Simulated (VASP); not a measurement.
Runs of VASP 6.6.1 on CdS. The structure is that of space group F-43m (No. 216), or close to it. The cells are those of the table. 

| level | spin | cell | k mesh | smearing | gap on the mesh (eV) | pressure (GPa) |
| --- | --- | --- | --- | --- | --- | --- |
| r2SCAN | non-collinear, zero start, SOC | a = 4.168 Å, angles 59.2°, 2 atoms | 8 × 8 × 8 | fermi-dirac 0.02 eV | - | 0.9 |
| PBE | off | a = 4.146 Å, angles 60.8°, 2 atoms | 4 × 4 × 4 | gaussian 0.01 eV | 1.01 | 1.2 |
| r2SCAN | off | a = 4.146 Å, angles 60.8°, 2 atoms | 8 × 8 × 8 | gaussian 0.01 eV | 1.46 | -0.4 |
| PBE | off | a = 4.180 Å, angles 58.3°, 2 atoms | 4 × 4 × 4 | gaussian 0.01 eV | (a) | (b) |
| r2SCAN | off | a = 4.180 Å, angles 58.3°, 2 atoms | 8 × 8 × 8 | gaussian 0.01 eV | 1.52 | 1.7 |

Alike in all rows: task single point; potentials or basis VASP PAW PBE potentials, release 64 (Cd, S); cutoff (eV) 520.

Question: Fill in the values left out.

Answer: (a) 1.06; (b) 3.2.

Caveats: some runs use coarse meshes; the PAW data sets were made with another functional, which shifts forces and pressure a little (some runs).

A k mesh can miss the band edges, and rows without SOC leave out spin-orbit coupling on Cd.
